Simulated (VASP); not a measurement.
# CsTa2 in VASP: single point with PBE

Aim: the single point of CsTa2 with PBE.

All numbers are computed with VASP 6.6.1; they aren't measurements. Logs are shortened: lines on timing, memory, paths and dates and some standing lists are left out, and cuts for length are marked.

**1. The cell of the first run**

The typed cell holds 6 atoms: a = 2.987 Å, b = 5.072 Å, c = 8.847 Å, α = 89.97°, β = 89.84°, γ = 90.02°.

**2. Single point, PBE**

Contents of INCAR:

```
SYSTEM = CsTa2
PREC = Accurate
ENCUT = 500
EDIFF = 1E-6
ISMEAR = 0
SIGMA = 0.2
LREAL = .False.
LASPH = .True.
NELM = 120
ALGO = Normal
ISIF = 2
LWAVE = .False.
LCHARG = .False.
GGA = PE
NBANDS = 44
GGA_COMPAT = .False.
```

Contents of KPOINTS:

```
Automatic mesh
0
Gamma
  8 4 4
  0 0 0
```

Contents of POSCAR:

```
CsTa2
1.0
   -0.0031790640      0.0024537494     -2.9867949294
   -2.5375835083     -4.3917421445      0.0004519499
   -7.6620338016      4.4221153929     -0.0127056510
Cs Ta
2 4
Direct
    0.7498693876     -0.0000037306      0.9991245944
    0.2501269059      0.5000050785      0.5008730938
    0.7494920528      0.5001236416      0.8404465807
    0.7477824127      1.0000915524      0.3266543651
    0.2504639791     -0.0001222879      0.6595333905
    0.2522652620      0.4999057460      0.1733679755
```

Potentials or basis: VASP PAW PBE potentials, release 64 (Cs_sv, Ta_sv_GW).

The run is started by

```sh
$ cat potpaw_PBE.64/Cs_sv/POTCAR potpaw_PBE.64/Ta_sv_GW/POTCAR > POTCAR
$ mpirun -np 1 vasp_std > vasp.out
```

OUTCAR:

```text
SYSTEM = CsTa2
   PREC = Accurate
   ENCUT = 500
   EDIFF = 1E-6
   ISMEAR = 0
   LREAL = .False.
   LASPH = .True.
   NELM = 120
   ISIF = 2
   GGA = PE

 ion  position               nearest neighbor table
   1  0.750  1.000  0.999-   4 2.90   3 2.90   3 2.90
   2  0.250  0.500  0.501-   6 2.90   5 2.90   5 2.90
   3  0.749  0.500  0.840-   1 2.90   1 2.90   6 3.29
   4  0.748  0.000  0.327-   1 2.90   6 3.24   6 3.24   6 3.24   6 3.25   5 3.29
   5  0.250  1.000  0.660-   2 2.90   2 2.90   4 3.29
   6  0.252  0.500  0.173-   2 2.90   4 3.24   4 3.24   4 3.24   4 3.25   3 3.29

  LATTYP: Found a triclinic cell.
 ALAT       =     9.3293446699
 B/A-ratio  =     0.3201508503
 C/A-ratio  =     0.5436772374
 COS(alpha) =     0.0002679282
 COS(beta)  =     0.0005560733
 COS(gamma) =     0.3175253923

  Lattice vectors:

 A1 = (   7.6588547376,  -4.4196616435,  -2.9740892784)
 A2 = (  -0.0031790640,   0.0024537494,  -2.9867949294)
 A3 = (   2.5375835083,   4.3917421445,  -0.0004519499)

Analysis of symmetry for initial positions (statically):
=====================================================================
 Subroutine PRICEL returns:
 Original cell was already a primitive cell.

 Routine SETGRP: Setting up the symmetry group for a
 triclinic supercell.

 Subroutine GETGRP returns: Found  1 space group operations
 (whereof  1 operations were pure point group operations)
 out of a pool of  2 trial point group operations.

The static configuration has the point symmetry C_1 .

Analysis of symmetry for dynamics (positions and initial velocities):
=====================================================================
 Subroutine PRICEL returns:
 Original cell was already a primitive cell.

 Routine SETGRP: Setting up the symmetry group for a
 triclinic supercell.

 Subroutine GETGRP returns: Found  1 space group operations
 (whereof  1 operations were pure point group operations)
 out of a pool of  2 trial point group operations.

The dynamic configuration has the point symmetry C_1 .

 Subroutine INISYM returns: Found  1 space group operations
 (whereof  1 operations are pure point group operations),
 and found     1 'primitive' translations

----------------------------------------------------------------------------------------

                                     Primitive cell

  volume of cell :     134.0207

  direct lattice vectors                    reciprocal lattice vectors
    -0.003179064  0.002453749 -2.986794929     0.000401441 -0.000266410 -0.334807696
    -2.537583508 -4.391742145  0.000451950    -0.098551344 -0.170756326 -0.000035386
    -7.662033802  4.422115393 -0.012705651    -0.097874668  0.056552776  0.000150635

  length of vectors
     2.986797629  5.072152337  8.846582841     0.334808043  0.197154993  0.113038444

  position of ions in fractional coordinates (direct lattice)
     0.749869388  0.999996269  0.999124594
     0.250126906  0.500005079  0.500873094
     0.749492053  0.500123642  0.840446581
     0.747782413  0.000091552  0.326654365
     0.250463979  0.999877712  0.659533391
     0.252265262  0.499905746  0.173367975

  ion indices of the primitive-cell ions
   primitive index   ion index
                 1           1
                 2           2
                 3           3
                 4           4
                 5           5
                 6           6

----------------------------------------------------------------------------------------

 KPOINTS: Automatic mesh

Automatic generation of k-mesh.
 Grid dimensions read from file:
 generate k-points for:    8    4    4

 Generating k-lattice:

  Cartesian coordinates                     Fractional coordinates (reciprocal lattice)
     0.000050180 -0.000033301 -0.041850962     0.125000000  0.000000000  0.000000000
    -0.024637836 -0.042689081 -0.000008847     0.000000000  0.250000000  0.000000000
    -0.024468667  0.014138194  0.000037659     0.000000000  0.000000000  0.250000000

  Length of vectors
     0.041851005  0.049288748  0.028259611

  Shift w.r.t. Gamma in fractional coordinates (k-lattice)
     0.000000000  0.000000000  0.000000000

 Subroutine IBZKPT returns following result:
 ===========================================

 Found     68 irreducible k-points:

 Following reciprocal coordinates:
            Coordinates               Weight
  0.000000  0.000000  0.000000      1.000000
  0.125000  0.000000 -0.000000      2.000000
  0.250000  0.000000 -0.000000      2.000000
  0.375000 -0.000000 -0.000000      2.000000
  0.500000  0.000000 -0.000000      1.000000
 -0.000000  0.250000 -0.000000      2.000000
[... 16 lines left out ...]
  0.500000  0.000000  0.250000      2.000000
 -0.375000  0.000000  0.250000      2.000000
 [... further k-points ...]
   k-points           NKPTS =     68   k-points in BZ     NKDIM =     68   number of bands    NBANDS=     44
   number of dos      NEDOS =    301   number of ions     NIONS =      6
   total plane-waves  NPLWV =  67200
   dimension x,y,z NGX =    24 NGY =   40 NGZ =   70
   dimension x,y,z NGXF=    48 NGYF=   80 NGZF=  140
   ions per type =               2   4
   NGX,Y,Z   is equivalent  to a cutoff of  13.36, 13.11, 13.15 a.u.
   NGXF,Y,Z  is equivalent  to a cutoff of  26.72, 26.22, 26.31 a.u.
 SYSTEM =  CsTa2
   PREC   = accura    normal or accurate (medium, high low for compatibility)
   ISTART =      0    job   : 0-new  1-cont  2-samecut
   ICHARG =      2    charge: 1-file 2-atom 10-const
   ISPIN  =      1    spin polarized calculation?
   LNONCOLLINEAR =      F non collinear calculations
   LSORBIT =      F    spin-orbit coupling
   LASPH  =      T    aspherical Exc in radial PAW
   ENCUT  =  500.0 eV  36.75 Ry    6.06 a.u.   5.45  9.25 16.13*2*pi/ulx,y,z
   NELM   =    120;   NELMIN=  2; NELMDL= -5     # of ELM steps
   EDIFF  = 0.1E-05   stopping-criterion for ELM
   LREAL  =      F    real-space projection
   EDIFFG = 0.1E-04   stopping-criterion for IOM
   NSW    =      0    number of steps for IOM
   IBRION =     -1    ionic relax: 0-MD 1-quasi-New 2-CG
   NFREE  =      0    steps in history (QN), initial steepest desc. (CG)
   ISIF   =      2    stress and relaxation
   ISYM   =      2    0-nonsym 1-usesym 2-fastsym
   POTIM  = 0.5000    time-step for ionic-motion
   TEBEG  =    0.0;   TEEND  =   0.0 temperature during run
   PSTRESS=    0.0 pullay stress
   NELECT =      70.0000    total number of electrons
   NUPDOWN=      -1.0000    fix difference up-down
   EMIN   =  10.00;   EMAX   =-10.00  energy-range for DOS
   EFERMI =   0.00;   METHOD = LEGACY
   ISMEAR =     0;   SIGMA  =   0.20  broadening in eV -4-tet -1-fermi 0-gaus
   EFERMI_NEDOS =   21; number of points for ismear=-14 and -15
   IALGO  =     38    algorithm
   IMIX   =      4    mixing-type and parameters
     AMIX     =   0.40;   BMIX     =  1.00
     AMIX_MAG =   1.60;   BMIX_MAG =  1.00
  volume/ion in A,a.u.               =      22.34       150.74
  Fermi-wavevector in a.u.,A,eV,Ry     =   1.318409  2.491432 23.649684  1.738203
  Thomas-Fermi vector in A             =   2.448381
   LORBIT       =      0    0 simple, 1 ext, 2 COOP (PROOUT), +10 PAW based schemes
   GGA     = PE    functional components
   LHFCALC =     F    Hartree Fock is set to
   AEXX    =    0.0000 exact exchange contribution
   IVDW    =     0    specifies the selected vdW correction
   LEPSILON=     F    determine dielectric tensor
   LRPA    =     F    only Hartree local field effects (RPA)
 non-spin polarized calculation
 Gauss-broadening in eV      SIGMA  =   0.20
  energy-cutoff  :      500.00
  volume of cell :      134.02
 maximum number of plane-waves:      3432
 NGX is ok and might be reduce to    24
   NGX = 11   NGY = 19   NGZ = 33

 number of electron      69.9999998 magnetization

 Free energy of the ion-electron system (eV)
  ---------------------------------------------------
  ext. energy  EPLUGINS =         0.00000000
  ---------------------------------------------------
  free energy    TOTEN  =       -48.17649232 eV

  energy without entropy =      -48.05803947  energy(sigma->0) =      -48.11726589

 E-fermi :   8.1730     XC(G=0): -11.8519

 val. band max:        8.1729145642   @ k =   0.0000   0.0000   0.2500
 cond. band min:       8.1762091853   @ k =  -0.0000   0.5000   0.5000
 fundamental gap:      0.0032946210
 Fermi energy:         8.1729575278

 k-point     1 :       0.0000    0.0000    0.0000
  band No.  band energies     occupation
      1     -59.9440      2.00000
      2     -59.9260      2.00000
      3     -59.9259      2.00000
      4     -59.9140      2.00000
      5     -26.5910      2.00000
      6     -26.5410      2.00000
[... 36 lines left out ...]
     43      10.4969      0.00000
     44      10.7201      0.00000

 k-point     2 :       0.1250    0.0000   -0.0000
  band No.  band energies     occupation
      1     -59.9392      2.00000
      2     -59.9223      2.00000
      3     -59.9216      2.00000
      4     -59.9106      2.00000
      5     -26.5762      2.00000
      6     -26.5274      2.00000
[... 36 lines left out ...]
     43      10.6398      0.00000
     44      10.8798      0.00000

 k-point     3 :       0.2500    0.0000   -0.0000
  band No.  band energies     occupation
      1     -59.9271      2.00000
      2     -59.9141      2.00000
      3     -59.9110      2.00000
      4     -59.9026      2.00000
      5     -26.5379      2.00000
      6     -26.4940      2.00000
[... 36 lines left out ...]
     43      10.5491      0.00000
     44      10.6906      0.00000

 k-point     4 :       0.3750   -0.0000   -0.0000
  band No.  band energies     occupation
      1     -59.9141      2.00000
      2     -59.9070      2.00000
      3     -59.8996      2.00000
      4     -59.8952      2.00000
      5     -26.4902      2.00000
      6     -26.4891      2.00000
[... 882 lines left out ...]
     43      10.9817      0.00000
     44      11.1239      0.00000

 k-point    23 :       0.5000    0.0000    0.2500
  band No.  band energies     occupation
      1     -59.9065      2.00000
      2     -59.9061      2.00000
      3     -59.8936      2.00000
      4     -59.8935      2.00000
      5     -26.5093      2.00000
      6     -26.5089      2.00000
[... 36 lines left out ...]
     43      10.9817      0.00000
     44      10.9877      0.00000

 k-point    24 :      -0.3750    0.0000    0.2500
  band No.  band energies     occupation
      1     -59.9141      2.00000
      2     -59.9070      2.00000
      3     -59.8996      2.00000
      4     -59.8952      2.00000
      5     -26.4900      2.00000
      6     -26.4867      2.00000
[... 36 lines left out ...]
     43      10.9712      0.00000
     44      11.1265      0.00000

 [... further k-points ...]
[... 5 lines left out ...]
  --------------------------------------------------------------------------------------
  -------------------------------------------------------------------------------------
  Total        0.6027421      0.6725803      0.1487680      0.0521042      0.0068988     -0.0064322
  in kB        7.2056014      8.0404951      1.7784769      0.6228901      0.0824729     -0.0768956
  external PRESSURE =       5.6748578 kB  Pullay stress =       0.0000000 kB

 VOLUME and BASIS-vectors are now :
 -----------------------------------------------------------------------------
  energy-cutoff  :      500.00
  volume of cell :      134.02
      direct lattice vectors                 reciprocal lattice vectors
    -0.003179064  0.002453749 -2.986794929     0.000401441 -0.000266410 -0.334807696
    -2.537583508 -4.391742145  0.000451950    -0.098551344 -0.170756326 -0.000035386
    -7.662033802  4.422115393 -0.012705651    -0.097874668  0.056552776  0.000150635

 POSITION                                       TOTAL-FORCE (eV/Angst)
 -----------------------------------------------------------------------------------
    -10.19528      0.02836     -2.25195         0.013803     -0.008084      0.000422
     -5.10731      0.01964     -0.75322        -0.013928      0.008231     -0.000464
     -7.71102      1.52198     -2.24903         0.034206     -0.019640     -0.002533
     -2.50545      1.44594     -2.23762        -0.016691      0.010814      0.000562
     -7.59144     -1.47406     -0.75601        -0.034772      0.019981      0.002517
     -2.59771     -1.42818     -0.75544         0.017382     -0.011302     -0.000505
 -----------------------------------------------------------------------------------
    total drift:                               -0.000013      0.000013      0.000002

  FREE ENERGIE OF THE ION-ELECTRON SYSTEM (eV)
  ---------------------------------------------------
  free  energy   TOTEN  =       -48.1764923248 eV

  energy  without entropy=      -48.0580394652  energy(sigma->0) =      -48.11726589
```

Run time: 7.2 min. Hardware: 1 thread of Intel Xeon Platinum 8259CL at 2.50GHz (Skylake/Cascade Lake), shared host; peak memory 0.46 GiB.

Results:

| Property | Result |
| --- | --- |
| Free energy | -48.1765 eV |
| Pressure | 0.6 GPa |
| Largest force | 0.040 eV/Å |
| Band gap on the k mesh | zero (bands 35 and 36 overlap by 1.36 eV) |

Forces in eV/Å, atoms in the order of the input:
```
Cs   0.014 -0.008  0.000
Cs  -0.014  0.008  0.000
Ta   0.034 -0.020 -0.003
Ta  -0.017  0.011  0.001
Ta  -0.035  0.020  0.003
Ta   0.017 -0.011 -0.001
```

Caveat: spin-orbit coupling is left out, which moves the levels of the heavy elements.
